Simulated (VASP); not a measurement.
# CaF2 (Fm-3m) in VASP: further runs, part 2 of 2

VASP 6.6.1. Earlier steps stand in the parts before.

## (3) Single point, PBE

This run uses another cell than the first one, of 13.41 Å³/atom.

The input, INCAR:

```
SYSTEM = CaF2
  PREC = Accurate
  ENCUT = 600
  EDIFF = 1E-6
  ISMEAR = 0
  SIGMA = 0.01
  LREAL = .FALSE.
  LASPH = .TRUE.
  NELM = 120
  ALGO = Normal
  ISIF = 2
  LWAVE = .FALSE.
  LCHARG = .FALSE.
  GGA = PE
  NBANDS = 19
  GGA_COMPAT = .FALSE.
```

The input, KPOINTS:

```
Automatic mesh
0
G
  8 8 8
  0 0 0
```

The input, POSCAR:

```
CaF2
1.0
    0.0000000000      2.7195929726      2.7195929726
    2.7195929726      0.0000000000      2.7195929726
    2.7195929726      2.7195929726      0.0000000000
Ca F
1 2
Direct
    0.0000000000      0.0000000000      0.0000000000
    0.2500000000      0.2500000000      0.2500000000
    0.7500000000      0.7500000000      0.7500000000
```

Potentials or basis: VASP PAW PBE potentials, release 64 (Ca_sv, F).

Launch:

```sh
$ cat potpaw_PBE.64/Ca_sv/POTCAR potpaw_PBE.64/F/POTCAR > POTCAR
$ mpirun -np 1 vasp_std > vasp.out
```

OUTCAR:

```text
SYSTEM = CaF2
   PREC = Accurate
   ENCUT = 600
   EDIFF = 1E-6
   ISMEAR = 0
   LREAL = .FALSE.
   LASPH = .TRUE.
   NELM = 120
   ISIF = 2
   GGA = PE

 ion  position               nearest neighbor table
   1  0.000  0.000  0.000-   3 2.36   3 2.36   3 2.36   2 2.36   2 2.36   2 2.36   3 2.36   2 2.36

   2  0.250  0.250  0.250-   1 2.36   1 2.36   1 2.36   1 2.36
   3  0.750  0.750  0.750-   1 2.36   1 2.36   1 2.36   1 2.36

  LATTYP: Found a face centered cubic cell.
 ALAT       =     5.4391859452

  Lattice vectors:

 A1 = (   0.0000000000,   2.7195929726,   2.7195929726)
 A2 = (   2.7195929726,   0.0000000000,   2.7195929726)
 A3 = (   2.7195929726,   2.7195929726,   0.0000000000)

Analysis of symmetry for initial positions (statically):
=====================================================================
 Subroutine PRICEL returns:
 Original cell was already a primitive cell.

 Routine SETGRP: Setting up the symmetry group for a
 face centered cubic supercell.

 Subroutine GETGRP returns: Found 48 space group operations
 (whereof 48 operations were pure point group operations)
 out of a pool of 48 trial point group operations.

The static configuration has the point symmetry O_h .

Analysis of symmetry for dynamics (positions and initial velocities):
=====================================================================
 Subroutine PRICEL returns:
 Original cell was already a primitive cell.

 Routine SETGRP: Setting up the symmetry group for a
 face centered cubic supercell.

 Subroutine GETGRP returns: Found 48 space group operations
 (whereof 48 operations were pure point group operations)
 out of a pool of 48 trial point group operations.

[... 109 lines left out ...]
   ISYM   =      2    0-nonsym 1-usesym 2-fastsym
   POTIM  = 0.5000    time-step for ionic-motion
   TEBEG  =    0.0;   TEEND  =   0.0 temperature during run
   PSTRESS=    0.0 pullay stress
   NELECT =      24.0000    total number of electrons
   NUPDOWN=      -1.0000    fix difference up-down
   EMIN   =  10.00;   EMAX   =-10.00  energy-range for DOS
   EFERMI =   0.00;   METHOD = LEGACY
   ISMEAR =     0;   SIGMA  =   0.01  broadening in eV -4-tet -1-fermi 0-gaus
   EFERMI_NEDOS =   21; number of points for ismear=-14 and -15
   IALGO  =     38    algorithm
   IMIX   =      4    mixing-type and parameters
     AMIX     =   0.40;   BMIX     =  1.00
     AMIX_MAG =   1.60;   BMIX_MAG =  1.00
  volume/ion in A,a.u.               =      13.41        90.49
  Fermi-wavevector in a.u.,A,eV,Ry     =   1.378155  2.604335 25.841690  1.899311
  Thomas-Fermi vector in A             =   2.503242
   LORBIT       =      0    0 simple, 1 ext, 2 COOP (PROOUT), +10 PAW based schemes
   GGA     = PE    functional components
   LHFCALC =     F    Hartree Fock is set to
   AEXX    =    0.0000 exact exchange contribution
   IVDW    =     0    specifies the selected vdW correction
   LEPSILON=     F    determine dielectric tensor
   LRPA    =     F    only Hartree local field effects (RPA)
 non-spin polarized calculation
 Gauss-broadening in eV      SIGMA  =   0.01
  energy-cutoff  :      600.00
  volume of cell :       40.23
 maximum number of plane-waves:      1363
   NGX = 15   NGY = 15   NGZ = 15

 number of electron      23.9999986 magnetization

 Free energy of the ion-electron system (eV)
  ---------------------------------------------------
  ext. energy  EPLUGINS =         0.00000000
  ---------------------------------------------------
  free energy    TOTEN  =       -17.32274350 eV

  energy without entropy =      -17.32274350  energy(sigma->0) =      -17.32274350

 E-fermi :  -0.7838     XC(G=0):  -9.6938

 val. band max:       -0.9041447111   @ k =   0.5000   0.5000   0.0000
 cond. band min:       6.4509694595   @ k =   0.0000   0.0000   0.0000
 fundamental gap:      7.3551141706
 Fermi energy:        -0.7837955213

 k-point     1 :       0.0000    0.0000    0.0000
  band No.  band energies     occupation
      1     -36.8675      2.00000
      2     -20.8699      2.00000
      3     -20.0789      2.00000
      4     -17.8067      2.00000
      5     -17.8067      2.00000
      6     -17.8067      2.00000
[... 505 lines left out ...]
      6     -17.3892      2.00000
[... 11 lines left out ...]
     18      11.7051      0.00000
     19      13.4432      0.00000

 [... further k-points ...]
[... 5 lines left out ...]
  --------------------------------------------------------------------------------------
  -------------------------------------------------------------------------------------
  Total        0.8990058      0.8990058      0.8990058     -0.0000000      0.0000000      0.0000000
  in kB       35.8039851     35.8039851     35.8039851     -0.0000000      0.0000000      0.0000000
  external PRESSURE =      35.8039851 kB  Pullay stress =       0.0000000 kB

 VOLUME and BASIS-vectors are now :
 -----------------------------------------------------------------------------
  energy-cutoff  :      600.00
  volume of cell :       40.23
      direct lattice vectors                 reciprocal lattice vectors
     0.000000000  2.719592973  2.719592973    -0.183851041  0.183851041  0.183851041
     2.719592973  0.000000000  2.719592973     0.183851041 -0.183851041  0.183851041
     2.719592973  2.719592973  0.000000000     0.183851041  0.183851041 -0.183851041

 POSITION                                       TOTAL-FORCE (eV/Angst)
 -----------------------------------------------------------------------------------
      0.00000      0.00000      0.00000         0.000000      0.000000      0.000000
      1.35980      1.35980      1.35980        -0.000000     -0.000000     -0.000000
      4.07939      4.07939      4.07939         0.000000     -0.000000      0.000000
 -----------------------------------------------------------------------------------
    total drift:                                0.000000     -0.000000      0.000000

  FREE ENERGIE OF THE ION-ELECTRON SYSTEM (eV)
  ---------------------------------------------------
  free  energy   TOTEN  =       -17.3227435043 eV

  energy  without entropy=      -17.3227435043  energy(sigma->0) =      -17.32274350
```

Wall time 26 s (1 thread of Intel Xeon 8259CL, shared host); peak memory 0.18 GiB.

Results:

```
Free energy            : -17.3227 eV
Pressure               : 3.6 GPa
Band gap on the k mesh : 7.36 eV (least direct gap 7.61 eV)
```

Caveat: the cell stands under pressure. A k mesh can miss the band edges.

## (4) Single point, r2SCAN

This run uses another cell than the first one, of 13.41 Å³/atom.

POSCAR is that of step 3.

The input, INCAR.step1:

```
PREC = Accurate
ENCUT = 660
ISMEAR = 0
SIGMA = 0.01
LREAL = False
LASPH = True
NELM = 120
NBANDS = 19
GGA = PE
ALGO = Normal
EDIFF = 1E-5
LWAVE = True
LCHARG = False
GGA_COMPAT = False
```

The input, INCAR.step2:

```
PREC = Accurate
ENCUT = 660
EDIFF = 1E-6
ISMEAR = 0
SIGMA = 0.01
LREAL = False
LASPH = True
NELM = 120
ALGO = Normal
ISIF = 2
LWAVE = False
LCHARG = False
METAGGA = R2SCAN
LMIXTAU = True
NBANDS = 19
ISTART = 1
GGA_COMPAT = False
```

The input, KPOINTS:

```
Automatic mesh
0
Gamma
  8 8 8
```

Launch:

```sh
$ cat potpaw_PBE.64/Ca_sv/POTCAR potpaw_PBE.64/F/POTCAR > POTCAR
$ cp INCAR.step1 INCAR
$ mpirun -np 1 vasp_std > vasp.out
$ cp INCAR.step2 INCAR
$ mpirun -np 1 vasp_std > vasp.out
```

Wall time 98 s (1 thread of Intel Xeon 8259CL, shared host); peak memory 0.2 GiB.

It converged, with:

```
Free energy            : -25.9588 eV
Pressure               : 0.4 GPa
Band gap on the k mesh : 8.03 eV (least direct gap 8.29 eV)
```

Levels at points of the mesh, in eV from the valence-band top:
```csv
k point,band 8,band 9,band 10,band 11,band 12,band 13,band 14,band 15,band 16,band 17
"(0.00, 0.00, 0.00)",-2.14,-2.14,-0.26,-0.26,-0.26,8.03,10.06,10.06,12.26,12.26
"(0.50, 0.00, 0.00)",-1.53,-1.28,-1.26,-0.84,-0.84,10.26,10.26,10.75,11.29,11.98
"(0.50, 0.50, 0.00)",-1.67,-1.67,-0.36,-0.36,0.00,8.79,10.52,11.00,11.88,11.88
```

Caveat: the PAW data sets were made with another functional, which shifts forces and pressure a little. A k mesh can miss the band edges.

## (5) Summary

```csv
level,cell,k mesh,cutoff (eV),gap on the mesh (eV),pressure (GPa)
r2SCAN,"a = 3.922 Å, angles 60.0°, 3 atoms",6 × 6 × 6,660,7.69,-4.3
PBE,"a = 3.846 Å, angles 60.0°, 3 atoms",8 × 8 × 8,600,7.36,3.6
r2SCAN,"a = 3.846 Å, angles 60.0°, 3 atoms",8 × 8 × 8,660,8.03,0.4
```

Alike in all rows: task single point; potentials or basis VASP PAW PBE potentials, release 64 (Ca_sv, F); no spin polarisation; smearing gaussian 0.01 eV.

Caveats: the PAW data sets were made with another functional, which shifts forces and pressure a little (at least some runs); the cell stands under tension (at least some runs); the cell stands under pressure (at least some runs).

Total energies depend on the potentials used, so only differences within one code and one set of settings carry meaning.
